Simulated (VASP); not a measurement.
Crystal: Al3GaSb4.

```xyz
8
Lattice="6.2248 0.0000 0.0000 0.0000 6.2248 0.0000 0.0000 0.0000 6.2248" Properties=species:S:1:pos:R:3 pbc="T T T"
Al    3.1124    0.0000    0.0000
Al    0.0000    0.0000    3.1124
Al    0.0000    3.1124    0.0000
Ga    3.1124    3.1124    3.1124
Sb    1.5556    4.6692    1.5556
Sb    1.5556    1.5556    4.6692
Sb    4.6692    4.6692    4.6692
Sb    4.6692    1.5556    1.5556
```

Base run:

```yaml
Program: VASP 6.6.1
Functional: PBE
Potentials_or_basis: VASP PAW PBE potentials, release 64 (Al, Ga_d, Sb)
Cutoff: 520 eV
k_mesh: 6 × 6 × 6
Occupations: gaussian, width 0.02 eV
Spin: no spin polarisation
```

Its results: band gap on the k mesh 0.40 eV (least direct gap 0.61 eV); pressure 0.1 GPa; largest force 0.010 eV/Å.

Problem. The run is repeated on the same cell with these changes: functional from PBE to r2SCAN. What comes out?

Solution. Band gap on the k mesh 0.68 eV (least direct gap 0.92 eV); pressure -1.3 GPa; largest force 0.057 eV/Å.

Caveats: spin-orbit coupling is left out, which moves the levels of the heavy elements; the PAW data sets were made with another functional, which shifts forces and pressure a little (at least some runs).

A k mesh can miss the band edges.
